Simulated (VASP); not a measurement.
# GaAs (I-4m2) in VASP: a series of runs

GaAs is run at these levels: PBE, r2SCAN; tasks: single point.

Everything below comes from runs of VASP 6.6.1. Logs are shortened: lines on timing, memory, paths and dates and some standing lists are left out, and cuts for length are marked.

## (1) The cell of the first run

It takes space group I-4m2 (No. 119, tetragonal). Conventional cell: a = 3.983 Å, b = 3.983 Å, c = 5.666 Å, α = 90.00°, β = 90.00°, γ = 90.00°. Ga (site symmetry -4m2) has 4 As at 2.44 Å within 3.2 Å. Within 3.2 Å of As (site symmetry -4m2) lie 4 Ga at 2.44 Å.

## (2) Single point, PBE (biaxial xy strain -0.6%)

Contents of INCAR:

```
ALGO = Normal
EDIFF = 1E-6
ENCUT = 520
GGA = PE
ISIF = 2
ISMEAR = -1
LASPH = True
LCHARG = True
LELF = True
LREAL = False
LVHAR = True
LWAVE = False
NBANDS = 16
NELM = 100
PREC = Accurate
SIGMA = 0.02
```

Contents of KPOINTS:

```
k-points
0
Gamma
  8 8 8
```

Contents of POSCAR:

```
GaAs
1.0
    0.0000000000      2.8166532013      2.8330850948
    2.8166532013      0.0000000000      2.8330850948
    2.8166532013      2.8166532013      0.0000000000
Ga As
1 1
Direct
    0.0000000000      0.0000000000      0.0000000000
    0.2500000000      0.2500000000      0.2500000000
```

Potentials or basis: VASP PAW PBE potentials, release 64 (Ga_d, As).

The run is started by

```
$ cat potpaw_PBE.64/Ga_d/POTCAR potpaw_PBE.64/As/POTCAR > POTCAR
$ mpirun -np 1 vasp_std > vasp.out
```

OUTCAR:

```text
EDIFF = 1E-6
   ENCUT = 520
   GGA = PE
   ISIF = 2
   ISMEAR = -1
   LASPH = True
   LREAL = False
   NELM = 100
   PREC = Accurate

 ion  position               nearest neighbor table
   1  0.000  0.000  0.000-   2 2.44   2 2.44   2 2.44   2 2.44
   2  0.250  0.250  0.250-   1 2.44   1 2.44   1 2.44   1 2.44

  LATTYP: Found a body centered tetragonal cell.
 ALAT       =     3.9833491578
 C/A-ratio  =     1.4224638527

  Lattice vectors:

 A1 = (  -2.8166532013,   0.0000000000,   2.8330850948)
 A2 = (   2.8166532013,   0.0000000000,   2.8330850948)
 A3 = (   0.0000000000,   2.8166532013,  -2.8330850948)

Analysis of symmetry for initial positions (statically):
=====================================================================
 Subroutine PRICEL returns:
 Original cell was already a primitive cell.

 Routine SETGRP: Setting up the symmetry group for a
 body centered tetragonal supercell.

 Subroutine GETGRP returns: Found  8 space group operations
 (whereof  8 operations were pure point group operations)
 out of a pool of 16 trial point group operations.

The static configuration has the point symmetry D_2d.

Analysis of symmetry for dynamics (positions and initial velocities):
=====================================================================
 Subroutine PRICEL returns:
 Original cell was already a primitive cell.

 Routine SETGRP: Setting up the symmetry group for a
 body centered tetragonal supercell.

 Subroutine GETGRP returns: Found  8 space group operations
 (whereof  8 operations were pure point group operations)
 out of a pool of 16 trial point group operations.

The dynamic configuration has the point symmetry D_2d.

 Subroutine INISYM returns: Found  8 space group operations
 (whereof  8 operations are pure point group operations),
 and found     1 'primitive' translations

----------------------------------------------------------------------------------------

                                     Primitive cell

  volume of cell :      44.9528

  direct lattice vectors                    reciprocal lattice vectors
     0.000000000  2.816653201  2.833085095    -0.177515642  0.177515642  0.176486051
     2.816653201  0.000000000  2.833085095     0.177515642 -0.177515642  0.176486051
     2.816653201  2.816653201  0.000000000     0.177515642  0.177515642 -0.176486051

  length of vectors
     3.994985158  3.994985158  3.983349158     0.306872827  0.306872827  0.306872827

  position of ions in fractional coordinates (direct lattice)
     0.000000000  0.000000000  0.000000000
     0.250000000  0.250000000  0.250000000

  ion indices of the primitive-cell ions
   primitive index   ion index
                 1           1
                 2           2

----------------------------------------------------------------------------------------

 KPOINTS: k-points

Automatic generation of k-mesh.
 Grid dimensions read from file:
 generate k-points for:    8    8    8

 Generating k-lattice:

  Cartesian coordinates                     Fractional coordinates (reciprocal lattice)
    -0.022189455  0.022189455  0.022060756     0.125000000  0.000000000  0.000000000
     0.022189455 -0.022189455  0.022060756     0.000000000  0.125000000  0.000000000
     0.022189455  0.022189455 -0.022060756    -0.000000000 -0.000000000  0.125000000

  Length of vectors
     0.038359103  0.038359103  0.038359103

  Shift w.r.t. Gamma in fractional coordinates (k-lattice)
     0.000000000  0.000000000  0.000000000

 Subroutine IBZKPT returns following result:
 ===========================================

 Found     59 irreducible k-points:

 Following reciprocal coordinates:
            Coordinates               Weight
  0.000000  0.000000  0.000000      1.000000
  0.125000  0.000000  0.000000      8.000000
  0.250000  0.000000  0.000000      8.000000
  0.375000 -0.000000  0.000000      8.000000
  0.500000  0.000000  0.000000      4.000000
  0.125000  0.125000  0.000000      2.000000
[... 16 lines left out ...]
  0.250000  0.000000  0.125000     16.000000
  0.375000 -0.000000  0.125000     16.000000
 [... further k-points ...]
   k-points           NKPTS =     59   k-points in BZ     NKDIM =     59   number of bands    NBANDS=     16
   number of dos      NEDOS =    301   number of ions     NIONS =      2
   total plane-waves  NPLWV =  27000
   dimension x,y,z NGX =    30 NGY =   30 NGZ =   30
   dimension x,y,z NGXF=    60 NGYF=   60 NGZF=   60
   ions per type =               1   1
   NGX,Y,Z   is equivalent  to a cutoff of  12.48, 12.48, 12.52 a.u.
   NGXF,Y,Z  is equivalent  to a cutoff of  24.97, 24.97, 25.04 a.u.
 SYSTEM =  unknown system
   PREC   = accura    normal or accurate (medium, high low for compatibility)
   ISTART =      0    job   : 0-new  1-cont  2-samecut
   ICHARG =      2    charge: 1-file 2-atom 10-const
   ISPIN  =      1    spin polarized calculation?
   LNONCOLLINEAR =      F non collinear calculations
   LSORBIT =      F    spin-orbit coupling
   LASPH  =      T    aspherical Exc in radial PAW
   ENCUT  =  520.0 eV  38.22 Ry    6.18 a.u.   7.43  7.43  7.41*2*pi/ulx,y,z
   NELM   =    100;   NELMIN=  2; NELMDL= -5     # of ELM steps
   EDIFF  = 0.1E-05   stopping-criterion for ELM
   LREAL  =      F    real-space projection
   EDIFFG = 0.1E-04   stopping-criterion for IOM
   NSW    =      0    number of steps for IOM
   IBRION =     -1    ionic relax: 0-MD 1-quasi-New 2-CG
   NFREE  =      0    steps in history (QN), initial steepest desc. (CG)
   ISIF   =      2    stress and relaxation
   ISYM   =      2    0-nonsym 1-usesym 2-fastsym
   POTIM  = 0.5000    time-step for ionic-motion
   TEBEG  =    0.0;   TEEND  =   0.0 temperature during run
   PSTRESS=    0.0 pullay stress
   NELECT =      18.0000    total number of electrons
   NUPDOWN=      -1.0000    fix difference up-down
   EMIN   =  10.00;   EMAX   =-10.00  energy-range for DOS
   EFERMI =   0.00;   METHOD = LEGACY
   ISMEAR =    -1;   SIGMA  =   0.02  broadening in eV -4-tet -1-fermi 0-gaus
   EFERMI_NEDOS =   21; number of points for ismear=-14 and -15
   IALGO  =     38    algorithm
   IMIX   =      4    mixing-type and parameters
     AMIX     =   0.40;   BMIX     =  1.00
     AMIX_MAG =   1.60;   BMIX_MAG =  1.00
  volume/ion in A,a.u.               =      22.48       151.68
  Fermi-wavevector in a.u.,A,eV,Ry     =   1.206647  2.280232 19.810039  1.455997
  Thomas-Fermi vector in A             =   2.342308
   LORBIT       =      0    0 simple, 1 ext, 2 COOP (PROOUT), +10 PAW based schemes
   GGA     = PE    functional components
   LHFCALC =     F    Hartree Fock is set to
   AEXX    =    0.0000 exact exchange contribution
   IVDW    =     0    specifies the selected vdW correction
   LEPSILON=     F    determine dielectric tensor
   LRPA    =     F    only Hartree local field effects (RPA)
 non-spin polarized calculation
  energy-cutoff  :      520.00
  volume of cell :       44.95
 maximum number of plane-waves:      1243
 NGX is ok and might be reduce to    30
   NGX = 15   NGY = 15   NGZ = 15

 number of electron      17.9999999 magnetization

 Free energy of the ion-electron system (eV)
  ---------------------------------------------------
  ext. energy  EPLUGINS =         0.00000000
  ---------------------------------------------------
  free energy    TOTEN  =        -8.24175344 eV

  energy without entropy =       -8.24175344  energy(sigma->0) =       -8.24175344

 E-fermi :   4.2724     XC(G=0):  -9.6101

 val. band max:        3.9914697456   @ k =   0.0000   0.0000   0.0000
 cond. band min:       4.5379323642   @ k =   0.0000   0.0000   0.0000
 fundamental gap:      0.5464626185
 Fermi energy:         4.2723960411

 k-point     1 :       0.0000    0.0000    0.0000
  band No.  band energies     occupation
      1     -10.8389      2.00000
      2     -10.8374      2.00000
      3     -10.8374      2.00000
      4     -10.7580      2.00000
      5     -10.7571      2.00000
      6      -8.7816      2.00000
[... 8 lines left out ...]
     15      14.0572      0.00000
     16      14.1713      0.00000

 k-point     2 :       0.1250    0.0000    0.0000
  band No.  band energies     occupation
      1     -10.8517      2.00000
      2     -10.8348      2.00000
      3     -10.8338      2.00000
      4     -10.7582      2.00000
      5     -10.7572      2.00000
      6      -8.5976      2.00000
[... 8 lines left out ...]
     15      13.2146      0.00000
     16      13.2948      0.00000

 k-point     3 :       0.2500    0.0000    0.0000
  band No.  band energies     occupation
      1     -10.8818      2.00000
      2     -10.8270      2.00000
      3     -10.8260      2.00000
      4     -10.7578      2.00000
      5     -10.7566      2.00000
      6      -8.0838      2.00000
[... 8 lines left out ...]
     15      13.0177      0.00000
     16      13.0281      0.00000

 k-point     4 :       0.3750   -0.0000    0.0000
  band No.  band energies     occupation
      1     -10.9087      2.00000
      2     -10.8207      2.00000
      3     -10.8198      2.00000
      4     -10.7558      2.00000
      5     -10.7544      2.00000
      6      -7.3947      2.00000
[... 8 lines left out ...]
     15      14.1746      0.00000
     16      14.2000      0.00000
[... 324 lines left out ...]
 k-point    22 :       0.1250    0.0000    0.1250
  band No.  band energies     occupation
      1     -10.8591      2.00000
      2     -10.8318      2.00000
      3     -10.8305      2.00000
      4     -10.7609      2.00000
      5     -10.7554      2.00000
      6      -8.5356      2.00000
[... 8 lines left out ...]
     15      12.8976      0.00000
     16      14.3380      0.00000

 k-point    23 :       0.2500    0.0000    0.1250
  band No.  band energies     occupation
      1     -10.8832      2.00000
      2     -10.8246      2.00000
      3     -10.8228      2.00000
      4     -10.7633      2.00000
      5     -10.7536      2.00000
      6      -8.1295      2.00000
[... 8 lines left out ...]
     15      14.0845      0.00000
     16      14.1825      0.00000

 k-point    24 :       0.3750   -0.0000    0.1250
  band No.  band energies     occupation
      1     -10.9078      2.00000
      2     -10.8188      2.00000
      3     -10.8160      2.00000
      4     -10.7625      2.00000
      5     -10.7521      2.00000
      6      -7.4814      2.00000
[... 8 lines left out ...]
     15      14.1818      0.00000
     16      15.0042      0.00000

 [... further k-points ...]
[... 5 lines left out ...]
  --------------------------------------------------------------------------------------
  -------------------------------------------------------------------------------------
  Total        1.1079953      1.1079953      1.0104737      0.0000000     -0.0000000      0.0000000
  in kB       39.4904546     39.4904546     36.0146524      0.0000000     -0.0000000      0.0000000
  external PRESSURE =      38.3318538 kB  Pullay stress =       0.0000000 kB

 VOLUME and BASIS-vectors are now :
 -----------------------------------------------------------------------------
  energy-cutoff  :      520.00
  volume of cell :       44.95
      direct lattice vectors                 reciprocal lattice vectors
     0.000000000  2.816653201  2.833085095    -0.177515642  0.177515642  0.176486051
     2.816653201  0.000000000  2.833085095     0.177515642 -0.177515642  0.176486051
     2.816653201  2.816653201  0.000000000     0.177515642  0.177515642 -0.176486051

 POSITION                                       TOTAL-FORCE (eV/Angst)
 -----------------------------------------------------------------------------------
      0.00000      0.00000      0.00000        -0.000000     -0.000000      0.000000
      1.40833      1.40833      1.41654         0.000000      0.000000     -0.000000
 -----------------------------------------------------------------------------------
    total drift:                                0.000001      0.000001      0.000002

  FREE ENERGIE OF THE ION-ELECTRON SYSTEM (eV)
  ---------------------------------------------------
  free  energy   TOTEN  =        -8.2417534412 eV

  energy  without entropy=       -8.2417534373  energy(sigma->0) =       -8.24175344
```

It took 26 s on 1 thread of Intel Xeon 6975P-C (Granite Rapids), shared host; peak memory 0.18 GiB.

Results:

```yaml
Free_energy: -8.2418 eV
Pressure: 3.8 GPa
Band_gap_on_the_k_mesh: 0.55 eV, direct
```

Levels at points of the mesh, in eV from the valence-band top:
```csv
k point,band 7,band 8,band 9,band 10,band 11,band 12
"(0.00, 0.00, 0.00)",-0.03,0.00,0.00,0.55,3.71,3.71
"(0.50, 0.00, 0.00)",-6.68,-1.18,-1.14,1.00,4.60,4.64
"(0.50, 0.50, 0.00)",-6.88,-2.68,-2.68,1.47,1.68,10.19
"(0.50, 0.00, 0.50)",-6.84,-2.72,-2.72,1.43,1.62,10.18
```

Caveat: the cell differs from its parent crystal (biaxial xy strain -0.6%).

## (3) Single point, r2SCAN (epitaxial xy strain -1.2%)

Contents of POSCAR:

```
GaAs
1.0
    0.0000000000      2.7982381481      2.8625222354
    2.7982381481      0.0000000000      2.8625222354
    2.7982381481      2.7982381481      0.0000000000
Ga As
1 1
Direct
    0.0000000000      0.0000000000      0.0000000000
    0.2500000000      0.2500000000      0.2500000000
```

Contents of INCAR.step1:

```
SYSTEM = GaAs
PREC = Accurate
ENCUT = 520
ISMEAR = 0
SIGMA = 0.01
LREAL = .FALSE.
LASPH = .TRUE.
NELM = 60
NBANDS = 16
GGA = PE
ALGO = Normal
EDIFF = 1E-4
LWAVE = .TRUE.
LCHARG = .FALSE.
```

Contents of INCAR.step2:

```
SYSTEM = GaAs
PREC = Accurate
ENCUT = 520
EDIFF = 1E-7
ISMEAR = 0
SIGMA = 0.01
LREAL = .FALSE.
LASPH = .TRUE.
NELM = 60
ALGO = Normal
ISIF = 2
LWAVE = .FALSE.
LCHARG = .FALSE.
METAGGA = R2SCAN
LMIXTAU = .TRUE.
NBANDS = 16
ISTART = 1
```

Contents of KPOINTS:

```
Automatic mesh
0
G
  8 8 8
  0 0 0
```

Potentials or basis: VASP PAW PBE potentials, release 64 (Ga_d, As).

The run is started by

```
$ cat potpaw_PBE.64/Ga_d/POTCAR potpaw_PBE.64/As/POTCAR > POTCAR
$ cp INCAR.step1 INCAR
$ mpirun -np 1 vasp_std > vasp.out
$ cp INCAR.step2 INCAR
$ mpirun -np 1 vasp_std > vasp.out
```

Wall time 1.9 min (1 thread of Intel Xeon 6975P-C (Granite Rapids), shared host); peak memory 0.2 GiB.

The run converged. Its results:

```
Free energy            : -27.0473 eV
Pressure               : 1.2 GPa
Band gap on the k mesh : 1.01 eV, direct
```

Stress tensor (GPa, compression positive):
```
1.75 0.00 0.00
0.00 1.75 0.00
0.00 0.00 0.15
```

Levels at points of the mesh, in eV from the valence-band top:
```tsv
k point	band 6	band 7	band 8	band 9	band 10	band 11	band 12	band 13
(0.00, 0.00, 0.00)	-13.31	-0.14	0.00	0.00	1.01	3.98	3.98	4.04
(0.50, 0.00, 0.00)	-11.44	-6.91	-1.34	-1.15	1.33	4.87	5.02	8.26
(0.50, 0.50, 0.00)	-10.71	-7.17	-2.74	-2.74	1.80	2.05	10.87	10.87
(0.50, 0.00, 0.50)	-10.62	-7.03	-2.91	-2.89	1.65	1.82	10.78	10.92
```

Caveat: the cell differs from its parent crystal (epitaxial xy strain -1.2%); the PAW data sets were made with another functional, which shifts forces and pressure a little.

## (4) Single point, r2SCAN (biaxial xy strain -0.6%)

Contents of POSCAR:

```
GaAs
1.0
    0.0000000000      2.8166532013      2.8330850948
    2.8166532013      0.0000000000      2.8330850948
    2.8166532013      2.8166532013      0.0000000000
Ga As
1 1
Direct
    0.0000000000      0.0000000000      0.0000000000
    0.2500000000      0.2500000000      0.2500000000
```

Contents of INCAR.step1:

```
SYSTEM = GaAs
ALGO = Normal
EDIFF = 1E-4
ENCUT = 520
GGA = PE
ISMEAR = 0
LASPH = .TRUE.
LCHARG = .FALSE.
LREAL = .FALSE.
LWAVE = .TRUE.
NBANDS = 16
NELM = 60
PREC = Accurate
SIGMA = 0.01
```

Contents of INCAR.step2:

```
SYSTEM = GaAs
ALGO = Normal
EDIFF = 1E-7
ENCUT = 520
ISIF = 2
ISMEAR = 0
ISTART = 1
LASPH = .TRUE.
LCHARG = .TRUE.
LELF = .TRUE.
LMIXTAU = .TRUE.
LREAL = .FALSE.
LVHAR = .TRUE.
LWAVE = .FALSE.
METAGGA = R2SCAN
NBANDS = 16
NELM = 60
PREC = Accurate
SIGMA = 0.01
```

Contents of KPOINTS:

```
k-points
0
G
  8 8 8
  0 0 0
```

The run is started by

```
$ cat potpaw_PBE.64/Ga_d/POTCAR potpaw_PBE.64/As/POTCAR > POTCAR
$ cp INCAR.step1 INCAR
$ mpirun -np 1 vasp_std > vasp.out
$ cp INCAR.step2 INCAR
$ mpirun -np 1 vasp_std > vasp.out
```

Run time: 1.9 min. Hardware: 1 thread of Intel Xeon 6975P-C (Granite Rapids), shared host; peak memory 0.2 GiB.

It converged, with:

| Item | Value |
| --- | --- |
| Free energy | -27.0513 eV |
| Pressure | 1.0 GPa |
| Band gap on the k mesh | 1.02 eV, direct |

Stress tensor (GPa, compression positive):
```
1.13 0.00 0.00
0.00 1.13 0.00
0.00 0.00 0.73
```

Levels at points of the mesh, in eV from the valence-band top:
| k point | band 5 | band 6 | band 7 | band 8 | band 9 | band 10 | band 11 | band 12 | band 13 | band 14 |
| --- | --- | --- | --- | --- | --- | --- | --- | --- | --- | --- |
| (0.00, 0.00, 0.00) | -15.16 | -13.26 | -0.04 | 0.00 | 0.00 | 1.02 | 4.02 | 4.02 | 4.04 | 8.26 |
| (0.50, 0.00, 0.00) | -15.16 | -11.39 | -6.86 | -1.23 | -1.18 | 1.36 | 4.96 | 5.00 | 8.29 | 11.17 |
| (0.50, 0.50, 0.00) | -15.15 | -10.62 | -7.05 | -2.78 | -2.78 | 1.76 | 1.97 | 10.89 | 10.89 | 11.76 |
| (0.50, 0.00, 0.50) | -15.15 | -10.60 | -7.02 | -2.82 | -2.82 | 1.72 | 1.92 | 10.87 | 10.91 | 11.81 |

Caveat: the cell differs from its parent crystal (biaxial xy strain -0.6%); the PAW data sets were made with another functional, which shifts forces and pressure a little. A k mesh can miss the band edges.

## (5) Single point, PBE (epitaxial xy strain -1.2%)

Contents of INCAR:

```
PREC = Accurate
ENCUT = 500
EDIFF = 1E-6
ISMEAR = -1
SIGMA = 0.02
LREAL = F
LASPH = T
NELM = 120
ALGO = Normal
ISIF = 2
LWAVE = F
LCHARG = F
GGA = PE
NBANDS = 16
GGA_COMPAT = F
```

Contents of KPOINTS:

```
regular mesh
0
Gamma
  8 8 8
```

Contents of POSCAR:

```
GaAs
1.0
    0.0000000000      2.7982381481      2.8625222354
    2.7982381481      0.0000000000      2.8625222354
    2.7982381481      2.7982381481      0.0000000000
Ga As
1 1
Direct
    0.0000000000      0.0000000000      0.0000000000
    0.2500000000      0.2500000000      0.2500000000
```

The run is started by

```
$ cat potpaw_PBE.64/Ga_d/POTCAR potpaw_PBE.64/As/POTCAR > POTCAR
$ mpirun -np 1 vasp_std > vasp.out
```

Run time: 40 s. Hardware: 1 thread of Intel Xeon Platinum 8259CL at 2.50GHz (Skylake/Cascade Lake), shared host; peak memory 0.19 GiB.

It converged, with:

```yaml
Free_energy: -8.2358 eV
Pressure: 4.0 GPa
Band_gap_on_the_k_mesh: 0.53 eV, direct
```

Stress tensor (GPa, compression positive):
```
4.50 0.00 0.00
0.00 4.50 0.00
0.00 0.00 3.10
```

Levels at points of the mesh, in eV from the valence-band top:
```csv
k point,band 7,band 8,band 9,band 10,band 11,band 12
"(0.00, 0.00, 0.00)",-0.14,0.00,0.00,0.53,3.67,3.67
"(0.50, 0.00, 0.00)",-6.73,-1.29,-1.10,0.97,4.52,4.67
"(0.50, 0.50, 0.00)",-6.99,-2.65,-2.65,1.50,1.75,10.18
"(0.50, 0.00, 0.50)",-6.85,-2.81,-2.79,1.36,1.53,10.09
```

Caveat: the cell differs from its parent crystal (epitaxial xy strain -1.2%). A k mesh can miss the band edges.

## (6) The runs side by side

```tsv
level	cell	cutoff (eV)	smearing	gap on the mesh (eV)	pressure (GPa)
PBE	a = 3.995, b = 3.995, c = 3.983 Å, angles 60.1, 60.1, 59.8°, 2 atoms	520	fermi-dirac 0.02 eV	0.55	3.8
r2SCAN	a = 4.003, b = 4.003, c = 3.957 Å, angles 60.4, 60.4, 59.2°, 2 atoms	520	gaussian 0.01 eV	1.01	1.2
r2SCAN	a = 3.995, b = 3.995, c = 3.983 Å, angles 60.1, 60.1, 59.8°, 2 atoms	520	gaussian 0.01 eV	1.02	1.0
PBE	a = 4.003, b = 4.003, c = 3.957 Å, angles 60.4, 60.4, 59.2°, 2 atoms	500	fermi-dirac 0.02 eV	0.53	4.0
```

Alike in all rows: task single point; potentials or basis VASP PAW PBE potentials, release 64 (Ga_d, As); no spin polarisation; k mesh 8 × 8 × 8.

Caveats: the PAW data sets were made with another functional, which shifts forces and pressure a little (some runs).

Total energies depend on the potentials used, so only differences within one code and one set of settings carry meaning.
